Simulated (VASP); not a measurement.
A run of VASP 6.6.1:

Contents of INCAR:

```
PREC = Accurate ; ENCUT = 600
EDIFF = 1E-6 ; ISMEAR = 0
SIGMA = 0.15 ; LREAL = False
LASPH = True ; NELM = 120
ALGO = Normal ; ISIF = 2
LWAVE = False ; LCHARG = True
GGA = PE ; LELF = True
LVHAR = True ; NBANDS = 61
GGA_COMPAT = False
```

KPOINTS

```
Automatic mesh
0
Gamma
  12 12 6
```

POSCAR

```
CoW3
1.0
    3.8992073914      0.0000000000      0.0000000000
    0.0000000000      3.8992073914      0.0000000000
    0.0000000000      0.0000000000      7.7984147829
Co W
2 6
Direct
    0.0000000000      0.0000000000      0.0000000000
    0.0000000000      0.0000000000      0.5000000000
    0.0000000000      0.5000000000      0.2500000000
    0.0000000000      0.5000000000      0.7500000000
    0.5000000000      0.0000000000      0.2500000000
    0.5000000000      0.0000000000      0.7500000000
    0.5000000000      0.5000000000      0.0000000000
    0.5000000000      0.5000000000      0.5000000000
```

Potentials or basis: VASP PAW PBE potentials, release 64 (Co, W_sv).

Command:

```bash
$ cat potpaw_PBE.64/Co/POTCAR potpaw_PBE.64/W_sv/POTCAR > POTCAR
$ mpirun -np 1 vasp_std > vasp.out
```

Hardware: 1 thread of Intel Xeon 8259CL, on a shared host.

Q: How long does it take, and how much memory?

A: It took 47 min on 1 thread of Intel Xeon 8259CL, on a shared host, peak memory 0.77 GiB. Counts: scf iterations 21, k points 112.
